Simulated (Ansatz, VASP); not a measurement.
BAs in VASP and in Ansatz

POSCAR

```
BAs
1.0
    0.0000000000      2.3138099477      2.5451909425
    2.3138099477      0.0000000000      2.5451909425
    2.3138099477      2.3138099477      0.0000000000
B As
1 1
Direct
    0.0000000000      0.0000000000      0.0000000000
    0.7500000000      0.7500000000      0.7500000000
```

Contents of INCAR.step1:

```
SYSTEM = BAs
PREC = Accurate
ENCUT = 520
ISMEAR = 0
SIGMA = 0.05
LREAL = .False.
LASPH = .True.
NELM = 80
NBANDS = 11
GGA = PE
ALGO = Normal
EDIFF = 1E-4
LWAVE = .True.
LCHARG = .False.
```

The input INCAR.step2:

```
SYSTEM = BAs
PREC = Accurate
ENCUT = 520
EDIFF = 1E-7
ISMEAR = 0
SIGMA = 0.05
LREAL = .False.
LASPH = .True.
NELM = 80
ALGO = Normal
ISIF = 2
LWAVE = .False.
LCHARG = .False.
METAGGA = R2SCAN
LMIXTAU = .True.
NBANDS = 11
ISTART = 1
```

File KPOINTS:

```
Automatic mesh
0
Gamma
  12 12 12
  0 0 0
```

Input for Ansatz:

```yaml
crystal:
  lattice:
    - [0.0, 2.3138099477, 2.5451909425]
    - [2.3138099477, 0.0, 2.5451909425]
    - [2.3138099477, 2.3138099477, 0.0]
  atoms:
    - { symbol: B, position: [0.0, 0.0, 0.0] }
    - { symbol: As, position: [0.75, 0.75, 0.75] }
basis:
  ecutwfc: 500
kpoints:
  mp_grid: { grid: [12, 12, 12] }
hamiltonian:
  xc: r2scan
scf:
  occupations: { method: gaussian, width: 0.05 }
output:
  forces: true
  stress: true
  eigenvalues: true
```

Alike in both runs: task single point; functional r2SCAN; k mesh 12 × 12 × 12; occupations gaussian, width 0.05 eV; no spin polarisation.

|  | VASP | Ansatz |
| --- | --- | --- |
| version | VASP 6.6.1 | Ansatz 0.2.0 |
| potentials or method | VASP PAW PBE potentials, release 64 (B, As), cutoff 520 eV | scalar-relativistic, plane waves, PAW |
| valence electrons in the cell | 8 | 18 |

```csv
,VASP,Ansatz,Ansatz less VASP
gap on the k mesh at the Fermi level (eV),0.62,0.62,0.000
least direct gap on the mesh (eV),2.92,2.92,-0.004
pressure (GPa),0.9,0.6,-0.24
"traceless stress, the component that is largest in VASP (GPa)",-16.15,-16.17,-0.022
```

VASP's potentials were made for PBE, not for r2SCAN. The functional is the same, so the differences come from potentials, cutoffs and numerics. VASP's potentials hold 8 valence electrons a cell and Ansatz's 18, so a difference there can come from the potentials and not from the codes.
